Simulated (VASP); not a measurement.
AgI, 4 atoms in the cell. Symmetry: P6_3mc, No. 186, hexagonal system. Conventional cell: a = 4.716 Å, b = 4.716 Å, c = 7.714 Å, α = 90.00°, β = 90.00°, γ = 120.00°. Ag (site symmetry 3m) has 4 I at 2.89 Å within 3.8 Å. Within 3.8 Å of I (site symmetry 3m) lie 4 Ag at 2.89 Å. 

| Property | Result |
| --- | --- |
| Program | VASP 6.6.1 |
| Task | single point |
| Functional | PBE |
| Potentials or basis | VASP PAW PBE potentials, release 64 (Ag, I) |
| Cutoff | 500 eV |
| k mesh | 8 × 8 × 6 |
| Occupations | gaussian, width 0.05 eV |
| Spin | no spin polarisation |
| Dipole correction | no |
| Further INCAR settings | ALGO = Normal; EDIFF = 1e-06; NBANDS = 26 |

Potentials or basis: VASP PAW PBE potentials, release 64 (Ag, I).

Run with:

```console
$ cat potpaw_PBE.64/Ag/POTCAR potpaw_PBE.64/I/POTCAR > POTCAR
$ mpirun -np 1 vasp_std > vasp.out
```

Hardware: 1 thread of Intel(R) Xeon(R) 6975P-C (Granite Rapids), with other jobs on the host.

**Question.** How long does it take, and how much memory?

**Answer.** Wall time 58 s on 1 thread of Intel(R) Xeon(R) 6975P-C (Granite Rapids), with other jobs on the host, peak memory 0.32 GiB. Counts: scf iterations 13, k points 40.
